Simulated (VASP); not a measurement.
Set up this calculation in VASP 6.6.1, as the native input.

```
Task                   : electric field gradients
Functional             : PBEsol
Potentials or basis    : VASP PAW PBE potentials, release 64 (Ga_d, S)
Cutoff                 : 400 eV
k mesh                 : 14 × 14 × 3
Occupations            : fermi-dirac, width 0.02 eV
Spin                   : no spin polarisation
Dipole correction      : no
Further INCAR settings : ALGO = Normal; EDIFF = 1e-08; NBANDS = 48
```

The structure of GaS lies in POSCAR:

```
GaS
1.0
    3.5850000000      0.0000000000      0.0000000000
   -1.7925000000      3.1047010726      0.0000000000
    0.0000000000      0.0000000000     15.5000000000
Ga S
4 4
Direct
    0.3333333333      0.6666666667      0.1710183689
    0.6666666667      0.3333333333      0.6710183689
    0.3333333333      0.6666666667      0.3289816311
    0.6666666667      0.3333333333      0.8289816311
    0.3333333333      0.6666666667      0.6008025009
    0.6666666667      0.3333333333      0.1008025009
    0.3333333333      0.6666666667      0.8991974991
    0.6666666667      0.3333333333      0.3991974991
```

These files were run (other wordings do the same):

INCAR

```
SYSTEM = GaS
PREC = Accurate
ENCUT = 400
EDIFF = 1E-8
ISMEAR = -1
SIGMA = 0.02
LREAL = .False.
LASPH = .True.
NELM = 120
ALGO = Normal
ISIF = 2
LWAVE = .False.
LCHARG = .False.
GGA = PS
LEFG = .True.
NBANDS = 48
GGA_COMPAT = .False.
```

KPOINTS

```
regular mesh
0
Gamma
  14 14 3
  0 0 0
```

Potentials or basis: VASP PAW PBE potentials, release 64 (Ga_d, S).

The run is started by

```sh
$ cat potpaw_PBE.64/Ga_d/POTCAR potpaw_PBE.64/S/POTCAR > POTCAR
$ mpirun -np 1 vasp_std > vasp.out
```

It gave:

- Pressure: -1.0 GPa
- Largest force: 0.127 eV/Å
- Band gap on the k mesh: 1.49 eV, indirect (least direct gap 1.61 eV)

Caveat: without QUAD_EFG the Cq values of the log hold for a quadrupole moment of 1 mb, not for the nuclei; the PAW data sets were made with another functional, which shifts forces and pressure a little; this functional lacks dispersion, which binds the layers, so the pressure and a relaxed spacing across them are unreliable.

Wall time 4.9 min on 1 thread of AMD EPYC 7R13 Processor (Zen 3), with other jobs on the host, peak memory 0.32 GiB.
